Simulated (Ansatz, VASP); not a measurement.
Two plane-wave programs on Ag

```xyz
1
Lattice="0.0000 2.0002 2.0002 2.0002 0.0000 2.0002 2.0002 2.0002 0.0000" Properties=species:S:1:pos:R:3 pbc="T T T"
Ag    0.0000    0.0000    0.0000
```

Alike in both runs: functional LDA; k mesh 14 × 14 × 14; occupations fermi-dirac, width 0.05 eV; no spin polarisation.

Ansatz relaxed the structure, and its values are those at the end. VASP's run is a single point on that final structure, the one shown.

|  | VASP | Ansatz |
| --- | --- | --- |
| version | VASP 6.6.1 | Ansatz 0.2.0 |
| potentials or method | VASP PAW LDA potentials, release 64 (Ag) | PAW with Ansatz's default frozen-core files, scalar-relativistic |
| plane-wave cutoff (eV) | 520 | 420 |
| valence electrons in the cell | 11 | 19 |

```csv
,VASP,Ansatz,Ansatz less VASP
gap on the k mesh at the Fermi level (eV),none,none,-
pressure (GPa),0.2,0.0,-0.15
```

LDA's correlation is that of Perdew and Zunger in VASP and of Perdew and Wang (1992) in Ansatz. A gap of «none» marks a metal or a gap that the smearing closes. VASP's potentials hold 11 valence electrons a cell and Ansatz's 19, so a difference there can come from the potentials and not from the codes.
